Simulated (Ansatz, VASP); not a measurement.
**TiSe2 in VASP and in Ansatz**

```
CELL_PARAMETERS angstrom
3.43775 0.00000 0.00000
-1.71888 2.97718 0.00000
0.00000 0.00000 5.80903
ATOMIC_POSITIONS crystal
Ti 0.00000 0.00000 0.00000
Se 0.33333 0.66667 0.26484
Se 0.66667 0.33333 0.73516
```

Alike in both runs: functional LDA; k mesh 15 × 15 × 8; occupations gaussian, width 0.1 eV; no spin polarisation.

Ansatz relaxed the structure, and its values are those at the end. VASP's run is a single point on that final structure, the one shown.

```csv
,VASP,Ansatz
version,VASP 6.6.1,Ansatz 0.2.0
potentials or method,"VASP PAW LDA potentials, release 64 (Ti_sv, Se), cutoff 500 eV","scalar-relativistic, plane waves, PAW"
valence electrons in the cell,24,44
```

VASP gave:

```
gap on the k mesh at the Fermi level (eV) : none
pressure (GPa)                            : 0.3
rms of the force components (eV/Å)        : 0.019
```

Task: What did Ansatz give for the same quantities?

Result: gap on the k mesh at the Fermi level (eV): none; pressure (GPa): 0.0; rms of the force components (eV/Å): 0.000.

LDA's correlation is that of Perdew and Zunger in VASP and of Perdew and Wang (1992) in Ansatz. A gap of «none» marks a metal or a gap that the smearing closes. VASP's potentials hold 24 valence electrons a cell and Ansatz's 44, so a difference there can come from the potentials and not from the codes.
